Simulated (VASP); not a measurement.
# TlPb2 (Fd-3m) in VASP: single point with PBE

Aim: the single point of TlPb2 with PBE.

Program: VASP 6.6.1. These are calculated values, not measurements. Logs are shortened: lines on timing, memory, paths and dates and some standing lists are left out, and cuts for length are marked.

## 1. The cell of the first run

The structure is cubic, space group Fd-3m (No. 227). The conventional cell has a = 9.370 Å, b = 9.370 Å, c = 9.370 Å, α = 90.00°, β = 90.00°, γ = 90.00°. Tl (site symmetry -43m) has 12 Pb at 3.88 Å and 4 Tl at 4.06 Å within 5.1 Å. Within 4.4 Å of Pb (site symmetry -3m) lie 6 Pb at 3.31 Å and 6 Tl at 3.88 Å.

## 2. Single point, PBE

Input file INCAR:

```
SYSTEM = TlPb2
PREC = Accurate ; ENCUT = 520
EDIFF = 1E-6 ; ISMEAR = 0
SIGMA = 0.1 ; LREAL = .False.
LASPH = .True. ; NELM = 60
ALGO = Fast ; ISIF = 2
LWAVE = .False. ; LCHARG = .False.
GGA = PE ; NBANDS = 50
```

Input file KPOINTS:

```
regular mesh
0
Gamma
  8 8 8
  0 0 0
```

Input file POSCAR:

```
TlPb2
1.0
    0.0000000000      4.6850504597      4.6850504597
    4.6850504597      0.0000000000      4.6850504597
    4.6850504597      4.6850504597      0.0000000000
Tl Pb
2 4
Direct
    0.5000000000      0.5000000000      0.5000000000
    0.7500000000      0.7500000000      0.7500000000
    0.1250000000      0.1250000000      0.1250000000
    0.6250000000      0.1250000000      0.1250000000
    0.1250000000      0.6250000000      0.1250000000
    0.1250000000      0.1250000000      0.6250000000
```

Potentials or basis: VASP PAW PBE potentials, release 64 (Tl_d, Pb_d).

Run with:

```bash
$ cat potpaw_PBE.64/Tl_d/POTCAR potpaw_PBE.64/Pb_d/POTCAR > POTCAR
$ mpirun -np 1 vasp_std > vasp.out
```

OUTCAR:

```text
SYSTEM = TlPb2
   PREC = Accurate
   ENCUT = 520
   EDIFF = 1E-6
   ISMEAR = 0
   LREAL = .False.
   LASPH = .True.
   NELM = 60
   ISIF = 2
   GGA = PE

 ion  position               nearest neighbor table
   1  0.500  0.500  0.500-   4 3.88   5 3.88   6 3.88   4 3.88   3 3.88   3 3.88   5 3.88   3 3.88
                             5 3.88   6 3.88   6 3.88   4 3.88   2 4.06   2 4.06   2 4.06   2 4.06
   2  0.750  0.750  0.750-   4 3.88   5 3.88   6 3.88   3 3.88   3 3.88   4 3.88   3 3.88   5 3.88
                             6 3.88   4 3.88   5 3.88   6 3.88   1 4.06   1 4.06   1 4.06   1 4.06
   3  0.125  0.125  0.125-   4 3.31   5 3.31   6 3.31   6 3.31   5 3.31   4 3.31   1 3.88   2 3.88
                             1 3.88   2 3.88   1 3.88   2 3.88
   4  0.625  0.125  0.125-   3 3.31   6 3.31   5 3.31   3 3.31   5 3.31   6 3.31   1 3.88   2 3.88
                             2 3.88   1 3.88   2 3.88   1 3.88
   5  0.125  0.625  0.125-   3 3.31   6 3.31   3 3.31   4 3.31   6 3.31   4 3.31   1 3.88   2 3.88
                             1 3.88   2 3.88   2 3.88   1 3.88
   6  0.125  0.125  0.625-   3 3.31   3 3.31   4 3.31   5 3.31   5 3.31   4 3.31   1 3.88   2 3.88
                             1 3.88   2 3.88   1 3.88   2 3.88

  LATTYP: Found a face centered cubic cell.
 ALAT       =     9.3701009194

  Lattice vectors:

 A1 = (   0.0000000000,   4.6850504597,   4.6850504597)
 A2 = (   4.6850504597,   0.0000000000,   4.6850504597)
 A3 = (   4.6850504597,   4.6850504597,   0.0000000000)

Analysis of symmetry for initial positions (statically):
=====================================================================
 Subroutine PRICEL returns:
 Original cell was already a primitive cell.

 Routine SETGRP: Setting up the symmetry group for a
 face centered cubic supercell.

 Subroutine GETGRP returns: Found 48 space group operations
 (whereof 24 operations were pure point group operations)
 out of a pool of 48 trial point group operations.

The static configuration has the point symmetry T_d .
 The point group associated with its full space group is O_h .

Analysis of symmetry for dynamics (positions and initial velocities):
=====================================================================
 Subroutine PRICEL returns:
 Original cell was already a primitive cell.

 Routine SETGRP: Setting up the symmetry group for a
 face centered cubic supercell.

 Subroutine GETGRP returns: Found 48 space group operations
 (whereof 24 operations were pure point group operations)
 out of a pool of 48 trial point group operations.

The dynamic configuration has the point symmetry T_d .
 The point group associated with its full space group is O_h .

 Subroutine INISYM returns: Found 48 space group operations
 (whereof 24 operations are pure point group operations),
 and found     1 'primitive' translations

----------------------------------------------------------------------------------------

                                     Primitive cell

  volume of cell :     205.6709

  direct lattice vectors                    reciprocal lattice vectors
     0.000000000  4.685050460  4.685050460    -0.106722436  0.106722436  0.106722436
     4.685050460  0.000000000  4.685050460     0.106722436 -0.106722436  0.106722436
     4.685050460  4.685050460  0.000000000     0.106722436  0.106722436 -0.106722436

  length of vectors
     6.625661901  6.625661901  6.625661901     0.184848682  0.184848682  0.184848682

  position of ions in fractional coordinates (direct lattice)
     0.500000000  0.500000000  0.500000000
     0.750000000  0.750000000  0.750000000
     0.125000000  0.125000000  0.125000000
     0.625000000  0.125000000  0.125000000
     0.125000000  0.625000000  0.125000000
     0.125000000  0.125000000  0.625000000

  ion indices of the primitive-cell ions
   primitive index   ion index
                 1           1
                 2           2
                 3           3
                 4           4
                 5           5
                 6           6

----------------------------------------------------------------------------------------

 KPOINTS: regular mesh

Automatic generation of k-mesh.
 Grid dimensions read from file:
 generate k-points for:    8    8    8

 Generating k-lattice:

  Cartesian coordinates                     Fractional coordinates (reciprocal lattice)
    -0.013340305  0.013340305  0.013340305     0.125000000  0.000000000  0.000000000
     0.013340305 -0.013340305  0.013340305     0.000000000  0.125000000  0.000000000
     0.013340305  0.013340305 -0.013340305     0.000000000  0.000000000  0.125000000

  Length of vectors
     0.023106085  0.023106085  0.023106085

  Shift w.r.t. Gamma in fractional coordinates (k-lattice)
     0.000000000  0.000000000  0.000000000

 Subroutine IBZKPT returns following result:
 ===========================================

 Found     29 irreducible k-points:

 Following reciprocal coordinates:
            Coordinates               Weight
  0.000000  0.000000  0.000000      1.000000
  0.125000  0.000000  0.000000      8.000000
  0.250000  0.000000  0.000000      8.000000
  0.375000  0.000000  0.000000      8.000000
  0.500000  0.000000  0.000000      4.000000
  0.125000  0.125000  0.000000      6.000000
[... 16 lines left out ...]
  0.500000  0.250000  0.125000     48.000000
 -0.375000  0.250000  0.125000     24.000000
 [... further k-points ...]
   k-points           NKPTS =     29   k-points in BZ     NKDIM =     29   number of bands    NBANDS=     50
   number of dos      NEDOS =    301   number of ions     NIONS =      6
   total plane-waves  NPLWV = 125000
   dimension x,y,z NGX =    50 NGY =   50 NGZ =   50
   dimension x,y,z NGXF=   100 NGYF=  100 NGZF=  100
   ions per type =               2   4
   NGX,Y,Z   is equivalent  to a cutoff of  12.55, 12.55, 12.55 a.u.
   NGXF,Y,Z  is equivalent  to a cutoff of  25.09, 25.09, 25.09 a.u.
 SYSTEM =  TlPb2
   PREC   = accura    normal or accurate (medium, high low for compatibility)
   ISTART =      0    job   : 0-new  1-cont  2-samecut
   ICHARG =      2    charge: 1-file 2-atom 10-const
   ISPIN  =      1    spin polarized calculation?
   LNONCOLLINEAR =      F non collinear calculations
   LSORBIT =      F    spin-orbit coupling
   LASPH  =      T    aspherical Exc in radial PAW
   ENCUT  =  520.0 eV  38.22 Ry    6.18 a.u.  12.32 12.32 12.32*2*pi/ulx,y,z
   NELM   =     60;   NELMIN=  2; NELMDL= -5     # of ELM steps
   EDIFF  = 0.1E-05   stopping-criterion for ELM
   LREAL  =      F    real-space projection
   EDIFFG = 0.1E-04   stopping-criterion for IOM
   NSW    =      0    number of steps for IOM
   IBRION =     -1    ionic relax: 0-MD 1-quasi-New 2-CG
   NFREE  =      0    steps in history (QN), initial steepest desc. (CG)
   ISIF   =      2    stress and relaxation
   ISYM   =      2    0-nonsym 1-usesym 2-fastsym
   POTIM  = 0.5000    time-step for ionic-motion
   TEBEG  =    0.0;   TEEND  =   0.0 temperature during run
   PSTRESS=    0.0 pullay stress
   NELECT =      82.0000    total number of electrons
   NUPDOWN=      -1.0000    fix difference up-down
   EMIN   =  10.00;   EMAX   =-10.00  energy-range for DOS
   EFERMI =   0.00;   METHOD = LEGACY
   ISMEAR =     0;   SIGMA  =   0.10  broadening in eV -4-tet -1-fermi 0-gaus
   EFERMI_NEDOS =   21; number of points for ismear=-14 and -15
   IALGO  =     68    algorithm
   IMIX   =      4    mixing-type and parameters
     AMIX     =   0.40;   BMIX     =  1.00
     AMIX_MAG =   1.60;   BMIX_MAG =  1.00
  volume/ion in A,a.u.               =      34.28       231.32
  Fermi-wavevector in a.u.,A,eV,Ry     =   1.204912  2.276953 19.753100  1.451812
  Thomas-Fermi vector in A             =   2.340623
   LORBIT       =      0    0 simple, 1 ext, 2 COOP (PROOUT), +10 PAW based schemes
   GGA     = PE    functional components
   LHFCALC =     F    Hartree Fock is set to
   AEXX    =    0.0000 exact exchange contribution
   IVDW    =     0    specifies the selected vdW correction
   LEPSILON=     F    determine dielectric tensor
   LRPA    =     F    only Hartree local field effects (RPA)
 non-spin polarized calculation
 RMM-DIIS sequential band-by-band and
 Gauss-broadening in eV      SIGMA  =   0.10
  energy-cutoff  :      520.00
  volume of cell :      205.67
 maximum number of plane-waves:      5577
 NGX is ok and might be reduce to    50
   NGX = 25   NGY = 25   NGZ = 25

 number of electron      81.9999989 magnetization

 Free energy of the ion-electron system (eV)
  ---------------------------------------------------
  ext. energy  EPLUGINS =         0.00000000
  ---------------------------------------------------
  free energy    TOTEN  =       -18.36824340 eV

  energy without entropy =      -18.35020034  energy(sigma->0) =      -18.35922187

 E-fermi :   5.6545     XC(G=0):  -9.4586

 val. band max:        5.6305244751   @ k =  -0.2500   0.3750   0.1250
 cond. band min:       5.6789912287   @ k =   0.5000   0.0000   0.0000
 fundamental gap:      0.0484667536
 Fermi energy:         5.6544584149

 k-point     1 :       0.0000    0.0000    0.0000
  band No.  band energies     occupation
      1     -11.6429      2.00000
      2     -11.5104      2.00000
      3     -11.5104      2.00000
      4     -11.5104      2.00000
      5     -11.5032      2.00000
      6     -11.5032      2.00000
[... 42 lines left out ...]
     49      10.4906      0.00000
     50      10.4906      0.00000

 k-point     2 :       0.1250    0.0000    0.0000
  band No.  band energies     occupation
      1     -11.6305      2.00000
      2     -11.5062      2.00000
      3     -11.5056      2.00000
      4     -11.5056      2.00000
      5     -11.4902      2.00000
      6     -11.4902      2.00000
[... 42 lines left out ...]
     49      10.2188      0.00000
     50      10.2500      0.00000

 k-point     3 :       0.2500    0.0000    0.0000
  band No.  band energies     occupation
      1     -11.6011      2.00000
      2     -11.5014      2.00000
      3     -11.5014      2.00000
      4     -11.4897      2.00000
      5     -11.4444      2.00000
      6     -11.4444      2.00000
[... 1102 lines left out ...]
     49       9.0283      0.00000
     50       9.5324      0.00000

 k-point    24 :      -0.3750    0.2500    0.1250
  band No.  band energies     occupation
      1     -11.5320      2.00000
      2     -11.4870      2.00000
      3     -11.4503      2.00000
      4     -11.4291      2.00000
      5     -11.3705      2.00000
      6     -11.3343      2.00000
[... 42 lines left out ...]
     49       9.4348      0.00000
     50       9.7357      0.00000

 [... further k-points ...]
[... 5 lines left out ...]
  --------------------------------------------------------------------------------------
  -------------------------------------------------------------------------------------
  Total       -0.0589276     -0.0589276     -0.0589276      0.0000000      0.0000000      0.0000000
  in kB       -0.4590465     -0.4590465     -0.4590465      0.0000000      0.0000000      0.0000000
  external PRESSURE =      -0.4590465 kB  Pullay stress =       0.0000000 kB

 VOLUME and BASIS-vectors are now :
 -----------------------------------------------------------------------------
  energy-cutoff  :      520.00
  volume of cell :      205.67
      direct lattice vectors                 reciprocal lattice vectors
     0.000000000  4.685050460  4.685050460    -0.106722436  0.106722436  0.106722436
     4.685050460  0.000000000  4.685050460     0.106722436 -0.106722436  0.106722436
     4.685050460  4.685050460  0.000000000     0.106722436  0.106722436 -0.106722436

 POSITION                                       TOTAL-FORCE (eV/Angst)
 -----------------------------------------------------------------------------------
      4.68505      4.68505      4.68505         0.000000      0.000000      0.000000
      7.02758      7.02758      7.02758        -0.000000     -0.000000     -0.000000
      1.17126      1.17126      1.17126         0.000000      0.000000     -0.000000
      1.17126      3.51379      3.51379         0.000000      0.000000     -0.000000
      3.51379      1.17126      3.51379         0.000000      0.000000     -0.000000
      3.51379      3.51379      1.17126         0.000000      0.000000     -0.000000
 -----------------------------------------------------------------------------------
    total drift:                                0.000000      0.000000      0.000000

  FREE ENERGIE OF THE ION-ELECTRON SYSTEM (eV)
  ---------------------------------------------------
  free  energy   TOTEN  =       -18.3682433989 eV

  energy  without entropy=      -18.3502003375  energy(sigma->0) =      -18.35922187
```

It took 13 min on 1 thread of Intel Xeon 8259CL, shared host; peak memory 0.49 GiB.

What came out:

- Free energy: -18.3682 eV
- Pressure: 0.0 GPa
- Band gap on the k mesh: zero (band 41 reaches 6.66 eV, above the bottom of band 42 at 4.61 eV)

Levels at points of the mesh, in eV from the Fermi level:
```tsv
k point	band 39	band 40	band 41	band 42	band 43	band 44
(0.00, 0.00, 0.00)	-2.57	-2.57	-0.74	-0.74	0.43	0.43
(0.50, 0.00, 0.00)	-2.40	0.02	0.02	0.73	0.73	0.73
(0.50, 0.50, 0.00)	-0.99	-0.99	1.01	1.01	1.14	1.14
```

Caveat: spin-orbit coupling is left out, which moves the levels of the heavy elements.
